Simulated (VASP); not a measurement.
# Rh (Fm-3m) in VASP: further runs

Runs on Rh. Level: LDA. Tasks: single point.

All numbers are computed with VASP 6.6.1; they aren't measurements. Logs are shortened: lines on timing, memory, paths and dates and some standing lists are left out, and cuts for length are marked.

## Step 1: The cell of the first run

Symmetry: Fm-3m, No. 225, cubic system. Conventional cell: a = 3.758 Å, b = 3.758 Å, c = 3.758 Å, α = 90.00°, β = 90.00°, γ = 90.00°. Within 3.5 Å of Rh (site symmetry m-3m) lie 12 Rh at 2.66 Å.

## Step 2: Single point, LDA

File INCAR:

```
PREC     = Accurate       # precision mode
ENCUT    = 520            # plane-wave cutoff, eV
EDIFF    = 1E-6           # SCF threshold, eV
ISMEAR   = 0              # smearing method
SIGMA    = 0.1            # smearing width, eV
LREAL    = F              # projectors in reciprocal space
LASPH    = T              # aspherical terms in the spheres
NELM     = 100            # most SCF steps
ALGO     = Fast           # electronic algorithm
ISIF     = 2              # what is computed and relaxed
LWAVE    = F              # write WAVECAR
LCHARG   = F              # write CHGCAR
GGA      = CA             # functional
NBANDS   = 14             # bands
```

File KPOINTS:

```
regular mesh
0
Gamma
  8 8 8
```

File POSCAR:

```
Rh
1.0
    0.0000000000      1.8789959223      1.8789959223
    1.8789959223      0.0000000000      1.8789959223
    1.8789959223      1.8789959223      0.0000000000
Rh
1
Direct
    0.0000000000      0.0000000000      0.0000000000
```

Potentials or basis: VASP PAW LDA potentials, release 64 (Rh_pv).

Started as:

```bash
$ cat potpaw_LDA.64/Rh_pv/POTCAR > POTCAR
$ mpirun -np 1 vasp_std > vasp.out
```

OUTCAR:

```text
PREC = Accurate
   ENCUT = 520
   EDIFF = 1E-6
   ISMEAR = 0
   LREAL = F
   LASPH = T
   NELM = 100
   ISIF = 2
   GGA = CA

 ion  position               nearest neighbor table
   1  0.000  0.000  0.000-

  LATTYP: Found a face centered cubic cell.
 ALAT       =     3.7579918446

  Lattice vectors:

 A1 = (   0.0000000000,   1.8789959223,   1.8789959223)
 A2 = (   1.8789959223,   0.0000000000,   1.8789959223)
 A3 = (   1.8789959223,   1.8789959223,   0.0000000000)

Analysis of symmetry for initial positions (statically):
=====================================================================
 Subroutine PRICEL returns:
 Original cell was already a primitive cell.

 Routine SETGRP: Setting up the symmetry group for a
 face centered cubic supercell.

 Subroutine GETGRP returns: Found 48 space group operations
 (whereof 48 operations were pure point group operations)
 out of a pool of 48 trial point group operations.

The static configuration has the point symmetry O_h .

Analysis of symmetry for dynamics (positions and initial velocities):
=====================================================================
 Subroutine PRICEL returns:
 Original cell was already a primitive cell.

 Routine SETGRP: Setting up the symmetry group for a
 face centered cubic supercell.

 Subroutine GETGRP returns: Found 48 space group operations
 (whereof 48 operations were pure point group operations)
 out of a pool of 48 trial point group operations.

The dynamic configuration has the point symmetry O_h .

 Subroutine INISYM returns: Found 48 space group operations
 (whereof 48 operations are pure point group operations),
 and found     1 'primitive' translations

----------------------------------------------------------------------------------------

                                     Primitive cell

  volume of cell :      13.2681

  direct lattice vectors                    reciprocal lattice vectors
     0.000000000  1.878995922  1.878995922    -0.266099566  0.266099566  0.266099566
     1.878995922  0.000000000  1.878995922     0.266099566 -0.266099566  0.266099566
     1.878995922  1.878995922  0.000000000     0.266099566  0.266099566 -0.266099566

  length of vectors
     2.657301517  2.657301517  2.657301517     0.460897969  0.460897969  0.460897969

  position of ions in fractional coordinates (direct lattice)
     0.000000000  0.000000000  0.000000000

  ion indices of the primitive-cell ions
   primitive index   ion index
                 1           1

----------------------------------------------------------------------------------------

 KPOINTS: regular mesh

Automatic generation of k-mesh.
 Grid dimensions read from file:
 generate k-points for:    8    8    8

 Generating k-lattice:

  Cartesian coordinates                     Fractional coordinates (reciprocal lattice)
    -0.033262446  0.033262446  0.033262446     0.125000000  0.000000000  0.000000000
     0.033262446 -0.033262446  0.033262446     0.000000000  0.125000000  0.000000000
     0.033262446  0.033262446 -0.033262446     0.000000000  0.000000000  0.125000000

  Length of vectors
     0.057612246  0.057612246  0.057612246

  Shift w.r.t. Gamma in fractional coordinates (k-lattice)
     0.000000000  0.000000000  0.000000000

 Subroutine IBZKPT returns following result:
 ===========================================

 Found     29 irreducible k-points:

 Following reciprocal coordinates:
            Coordinates               Weight
  0.000000  0.000000  0.000000      1.000000
  0.125000  0.000000  0.000000      8.000000
  0.250000  0.000000  0.000000      8.000000
  0.375000  0.000000  0.000000      8.000000
  0.500000  0.000000  0.000000      4.000000
  0.125000  0.125000  0.000000      6.000000
[... 16 lines left out ...]
  0.500000  0.250000  0.125000     48.000000
 -0.375000  0.250000  0.125000     24.000000
 [... further k-points ...]
   k-points           NKPTS =     29   k-points in BZ     NKDIM =     29   number of bands    NBANDS=     14
   number of dos      NEDOS =    301   number of ions     NIONS =      1
   total plane-waves  NPLWV =   8000
   dimension x,y,z NGX =    20 NGY =   20 NGZ =   20
   dimension x,y,z NGXF=    40 NGYF=   40 NGZF=   40
   ions per type =               1
   NGX,Y,Z   is equivalent  to a cutoff of  12.51, 12.51, 12.51 a.u.
   NGXF,Y,Z  is equivalent  to a cutoff of  25.02, 25.02, 25.02 a.u.
 SYSTEM =  unknown system
   PREC   = accura    normal or accurate (medium, high low for compatibility)
   ISTART =      0    job   : 0-new  1-cont  2-samecut
   ICHARG =      2    charge: 1-file 2-atom 10-const
   ISPIN  =      1    spin polarized calculation?
   LNONCOLLINEAR =      F non collinear calculations
   LSORBIT =      F    spin-orbit coupling
   LASPH  =      T    aspherical Exc in radial PAW
   ENCUT  =  520.0 eV  38.22 Ry    6.18 a.u.   4.94  4.94  4.94*2*pi/ulx,y,z
   NELM   =    100;   NELMIN=  2; NELMDL= -5     # of ELM steps
   EDIFF  = 0.1E-05   stopping-criterion for ELM
   LREAL  =      F    real-space projection
   EDIFFG = 0.1E-04   stopping-criterion for IOM
   NSW    =      0    number of steps for IOM
   IBRION =     -1    ionic relax: 0-MD 1-quasi-New 2-CG
   NFREE  =      0    steps in history (QN), initial steepest desc. (CG)
   ISIF   =      2    stress and relaxation
   ISYM   =      2    0-nonsym 1-usesym 2-fastsym
   POTIM  = 0.5000    time-step for ionic-motion
   TEBEG  =    0.0;   TEEND  =   0.0 temperature during run
   PSTRESS=    0.0 pullay stress
   NELECT =      15.0000    total number of electrons
   NUPDOWN=      -1.0000    fix difference up-down
   EMIN   =  10.00;   EMAX   =-10.00  energy-range for DOS
   EFERMI =   0.00;   METHOD = LEGACY
   ISMEAR =     0;   SIGMA  =   0.10  broadening in eV -4-tet -1-fermi 0-gaus
   EFERMI_NEDOS =   21; number of points for ismear=-14 and -15
   IALGO  =     68    algorithm
   IMIX   =      4    mixing-type and parameters
     AMIX     =   0.40;   BMIX     =  1.00
     AMIX_MAG =   1.60;   BMIX_MAG =  1.00
  volume/ion in A,a.u.               =      13.27        89.54
  Fermi-wavevector in a.u.,A,eV,Ry     =   1.705439  3.222812 39.572827  2.908521
  Thomas-Fermi vector in A             =   2.784658
   LORBIT       =      0    0 simple, 1 ext, 2 COOP (PROOUT), +10 PAW based schemes
   GGA     = CA    functional components
   LHFCALC =     F    Hartree Fock is set to
   AEXX    =    0.0000 exact exchange contribution
   IVDW    =     0    specifies the selected vdW correction
   LEPSILON=     F    determine dielectric tensor
   LRPA    =     F    only Hartree local field effects (RPA)
 non-spin polarized calculation
 RMM-DIIS sequential band-by-band and
 Gauss-broadening in eV      SIGMA  =   0.10
  energy-cutoff  :      520.00
  volume of cell :       13.27
 maximum number of plane-waves:       368
   NGX =  9   NGY =  9   NGZ =  9

 number of electron      15.0000003 magnetization

 Free energy of the ion-electron system (eV)
  ---------------------------------------------------
  ext. energy  EPLUGINS =         0.00000000
  ---------------------------------------------------
  free energy    TOTEN  =        -8.65026377 eV

  energy without entropy =       -8.64088277  energy(sigma->0) =       -8.64557327

 E-fermi :  12.4178     XC(G=0): -14.5754

 val. band max:       12.3883860762   @ k =  -0.3750   0.2500   0.0000
 cond. band min:      12.4955534558   @ k =   0.3750   0.0000   0.0000
 fundamental gap:      0.1071673796
 Fermi energy:        12.4178005982

 k-point     1 :       0.0000    0.0000    0.0000
  band No.  band energies     occupation
      1     -33.8084      2.00000
      2     -33.8084      2.00000
      3     -33.8084      2.00000
      4       4.0859      2.00000
      5       9.1122      2.00000
      6       9.1122      2.00000
      7       9.1122      2.00000
      8      11.3757      2.00000
      9      11.3757      2.00000
     10      28.2825      0.00000
     11      32.7034      0.00000
     12      33.9074      0.00000
     13      33.9074      0.00000
     14      33.9074      0.00000

 k-point     2 :       0.1250    0.0000    0.0000
  band No.  band energies     occupation
      1     -33.9365      2.00000
      2     -33.8255      2.00000
      3     -33.8255      2.00000
      4       4.7101      2.00000
      5       8.8624      2.00000
      6       9.3405      2.00000
      7       9.3405      2.00000
      8      11.2655      2.00000
      9      11.2655      2.00000
     10      29.1736      0.00000
     11      31.3752      0.00000
     12      32.7051      0.00000
     13      34.8652      0.00000
     14      34.8652      0.00000

 k-point     3 :       0.2500    0.0000    0.0000
  band No.  band energies     occupation
      1     -34.2393      2.00000
      2     -33.8667      2.00000
      3     -33.8667      2.00000
      4       5.9110      2.00000
      5       8.9863      2.00000
      6       9.5031      2.00000
      7       9.5031      2.00000
      8      11.5330      2.00000
      9      11.5330      2.00000
     10      27.6975      0.00000
     11      30.0471      0.00000
     12      32.7041      0.00000
     13      37.1687      0.00000
     14      37.1688      0.00000
[... 324 lines left out ...]
 k-point    23 :       0.5000    0.2500    0.1250
  band No.  band energies     occupation
      1     -34.4705      2.00000
      2     -34.1172      2.00000
      3     -33.9688      2.00000
      4       7.1702      2.00000
      5       8.2536      2.00000
      6       8.8140      2.00000
      7      10.5752      2.00000
      8      12.2679      1.96593
      9      15.6601      0.00000
     10      24.3032      0.00000
     11      28.5702      0.00000
     12      30.3673      0.00000
     13      32.7060      0.00000
     14      35.0688      0.00000

 k-point    24 :      -0.3750    0.2500    0.1250
  band No.  band energies     occupation
      1     -34.5385      2.00000
      2     -34.1465      2.00000
      3     -33.9954      2.00000
      4       7.0934      2.00000
      5       7.9943      2.00000
      6       9.5697      2.00000
      7      10.2700      2.00000
      8      12.8120      0.00000
      9      17.9677      0.00000
     10      21.0890      0.00000
     11      28.7060      0.00000
     12      29.5302      0.00000
     13      32.7064      0.00000
     14      33.7560      0.00000

 [... further k-points ...]

------------------------ aborting loop because EDIFF is reached ----------------------------------------

  FORCE on cell =-STRESS in cart. coord.  units (eV):
  Direction    XX          YY          ZZ          XY          YZ          ZX
  --------------------------------------------------------------------------------------
  -------------------------------------------------------------------------------------
  Total        0.0589722      0.0589722      0.0589722     -0.0000000     -0.0000000     -0.0000000
  in kB        7.1211565      7.1211565      7.1211565     -0.0000000     -0.0000000     -0.0000000
  external PRESSURE =       7.1211565 kB  Pullay stress =       0.0000000 kB

 VOLUME and BASIS-vectors are now :
 -----------------------------------------------------------------------------
  energy-cutoff  :      520.00
  volume of cell :       13.27
      direct lattice vectors                 reciprocal lattice vectors
     0.000000000  1.878995922  1.878995922    -0.266099566  0.266099566  0.266099566
     1.878995922  0.000000000  1.878995922     0.266099566 -0.266099566  0.266099566
     1.878995922  1.878995922  0.000000000     0.266099566  0.266099566 -0.266099566

 POSITION                                       TOTAL-FORCE (eV/Angst)
 -----------------------------------------------------------------------------------
      0.00000      0.00000      0.00000        -0.000000     -0.000000     -0.000000
 -----------------------------------------------------------------------------------
    total drift:                                0.000000      0.000000      0.000000

  FREE ENERGIE OF THE ION-ELECTRON SYSTEM (eV)
  ---------------------------------------------------
  free  energy   TOTEN  =        -8.6502637722 eV

  energy  without entropy=       -8.6408827654  energy(sigma->0) =       -8.64557327
```

It took 11 s on 1 thread of Intel Xeon 8259CL, shared host; peak memory 0.12 GiB.

What came out:

```yaml
Free_energy: -8.6503 eV
Pressure: 0.7 GPa
Band_gap_on_the_k_mesh: zero (an odd number of electrons rules out a gap without spin polarisation)
```

Levels at points of the mesh, in eV from the Fermi level:
```tsv
k point	band 5	band 6	band 7	band 8	band 9	band 10
(0.00, 0.00, 0.00)	-3.31	-3.31	-3.31	-1.04	-1.04	15.86
(0.50, 0.00, 0.00)	-3.37	-3.37	0.61	0.61	0.62	8.94
(0.50, 0.50, 0.00)	-6.34	0.60	1.04	1.04	3.21	12.69
```

Caveat: the k points lie up to 0.36 Å⁻¹ apart, too coarse for converged energies and pressures of a metal.

## Step 3: Single point, LDA

This run uses another cell than the first one, of 13.78 Å³/atom.

File INCAR:

```
SYSTEM = Rh
PREC = Accurate
ENCUT = 520
EDIFF = 1E-7
ISMEAR = 0
SIGMA = 0.1
LREAL = .False.
LASPH = .True.
NELM = 60
ALGO = Normal
ISIF = 2
LWAVE = .False.
LCHARG = .False.
NBANDS = 14
```

File KPOINTS:

```
regular mesh
0
Gamma
  8 8 8
  0 0 0
```

File POSCAR:

```
Rh
1.0
    0.0000000000      1.9029860900      1.9029860900
    1.9029860900      0.0000000000      1.9029860900
    1.9029860900      1.9029860900      0.0000000000
Rh
1
Direct
    0.0000000000      0.0000000000      0.0000000000
```

Potentials or basis: VASP PAW LDA potentials, release 64 (Rh_pv).

Started as:

```bash
$ cat potpaw_LDA.64/Rh_pv/POTCAR > POTCAR
$ mpirun -np 1 vasp_std > vasp.out
```

Wall time 7.3 s (1 thread of Intel Xeon 8259CL, shared host); peak memory 0.12 GiB.

It converged, with:

```
Free energy            : -8.6348 eV
Pressure               : -10.2 GPa
Band gap on the k mesh : zero (an odd number of electrons rules out a gap without spin polarisation)
```

Levels at points of the mesh, in eV from the Fermi level:
| k point | band 4 | band 5 | band 6 | band 7 | band 8 | band 9 | band 10 | band 11 |
| --- | --- | --- | --- | --- | --- | --- | --- | --- |
| (0.00, 0.00, 0.00) | -8.05 | -3.12 | -3.12 | -3.12 | -0.98 | -0.98 | 15.91 | 20.39 |
| (0.50, 0.00, 0.00) | -6.18 | -3.18 | -3.18 | 0.57 | 0.57 | 0.66 | 8.54 | 15.43 |
| (0.50, 0.50, 0.00) | -6.34 | -5.99 | 0.56 | 0.97 | 0.97 | 3.16 | 12.19 | 13.16 |

Caveat: the cell stands under tension.
